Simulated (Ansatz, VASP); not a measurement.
## One calculation of Al3GaAs4, two programs

Contents of INCAR:

```
PREC     = Accurate       # precision mode
ENCUT    = 600            # plane-wave cutoff, eV
EDIFF    = 1E-6           # SCF threshold, eV
ISMEAR   = 0              # smearing method
SIGMA    = 0.02           # smearing width, eV
LREAL    = F              # projectors in reciprocal space
LASPH    = T              # aspherical terms in the spheres
NELM     = 60             # most SCF steps
ALGO     = Normal         # electronic algorithm
ISIF     = 3              # what is computed and relaxed
LWAVE    = F              # write WAVECAR
LCHARG   = F              # write CHGCAR
GGA      = PE             # functional
IBRION   = 2              # ionic algorithm
NSW      = 100            # ionic steps
EDIFFG   = -0.01          # ionic threshold
```

Contents of KPOINTS:

```
Automatic mesh
0
Gamma
  6 6 6
```

Contents of POSCAR:

```
Al3GaAs4
1.0
    5.7297041091      0.0000000000      0.0000000000
    0.0000000000      5.7297041091      0.0000000000
    0.0000000000      0.0000000000      5.7297041091
Al Ga As
3 1 4
Direct
    0.5000000000      0.0000000000      0.0000000000
    0.0000000000      0.0000000000      0.5000000000
    0.0000000000      0.5000000000      0.0000000000
    0.5000000000      0.5000000000      0.5000000000
    0.7508810227      0.2491189773      0.7508810227
    0.7508810227      0.7508810227      0.2491189773
    0.2491189773      0.2491189773      0.2491189773
    0.2491189773      0.7508810227      0.7508810227
```

Input for Ansatz:

```yaml
crystal:
  lattice:
    - [5.7297041091, 0.0, 0.0]
    - [0.0, 5.7297041091, 0.0]
    - [0.0, 0.0, 5.7297041091]
  atoms:
    - { symbol: Al, position: [0.5, 0.0, 0.0] }
    - { symbol: Al, position: [0.0, 0.0, 0.5] }
    - { symbol: Al, position: [0.0, 0.5, 0.0] }
    - { symbol: Ga, position: [0.5, 0.5, 0.5] }
    - { symbol: As, position: [0.7508810227, 0.2491189773, 0.7508810227] }
    - { symbol: As, position: [0.7508810227, 0.7508810227, 0.2491189773] }
    - { symbol: As, position: [0.2491189773, 0.2491189773, 0.2491189773] }
    - { symbol: As, position: [0.2491189773, 0.7508810227, 0.7508810227] }
basis:
  ecutwfc: 420
kpoints:
  mp_grid: { grid: [6, 6, 6] }
hamiltonian:
  xc: pbe
scf:
  occupations: { method: gaussian, width: 0.02 }
output:
  forces: true
  stress: true
  eigenvalues: true
  write_density: true
  write_potential: true
  elf: true
  volumetric_format: npy
relax:
  adjacent_minimum: "off"
  f_tol: 0.01
  max_steps: 80
  cell: { stress_tol: 0.05 }
```

Alike in both runs: task relaxation of cell and atoms; functional PBE; k mesh 6 × 6 × 6; occupations gaussian, width 0.02 eV; no spin polarisation.

|  | VASP | Ansatz |
| --- | --- | --- |
| version | VASP 6.6.1 | Ansatz 0.2.0 |
| potentials or method | VASP PAW PBE potentials, release 64 (Al, Ga_d, As), cutoff 600 eV | scalar-relativistic, plane waves, PAW |
| valence electrons in the cell | 42 | 82 |

|  | VASP | Ansatz | Ansatz less VASP |
| --- | --- | --- | --- |
| gap on the k mesh at the Fermi level, each at its own relaxed structure (eV) | 1.02 | 1.03 | +0.012 |
| relaxed volume (Å³/atom) | 23.61 | 23.55 | -0.054 |
| relaxed cell length with the largest relative difference (Å) | 5.737 | 5.733 | -0.0044 |

VASP's potentials hold 42 valence electrons a cell and Ansatz's 82, so a difference there can come from the potentials and not from the codes.
